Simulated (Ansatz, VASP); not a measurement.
**Li2S: VASP beside Ansatz**

```xyz
3
Lattice="0.0000 2.8453 2.8453 2.8453 0.0000 2.8453 2.8453 2.8453 0.0000" Properties=species:S:1:pos:R:3 pbc="T T T"
Li    1.4226    1.4226    1.4226
Li    4.2679    4.2679    4.2679
S     0.0000    0.0000    0.0000
```

Alike in both runs: task single point; functional r2SCAN; k mesh 8 × 8 × 8; no spin polarisation.

```csv
,VASP,Ansatz
version,VASP 6.6.1,Ansatz 0.2.0
potentials or method,"VASP PAW PBE potentials, release 64 (Li_sv, S)","plane waves, PAW"
plane-wave cutoff (eV),830,500
occupations,"gaussian, width 0.01 eV",fixed
valence electrons in the cell,12,12
```

|  | VASP | Ansatz | Ansatz less VASP |
| --- | --- | --- | --- |
| gap on the k mesh at the Fermi level (eV) | 3.86 | 3.87 | +0.017 |
| pressure (GPa) | -0.2 | 0.0 | +0.21 |

VASP's potentials were made for PBE, not for r2SCAN.
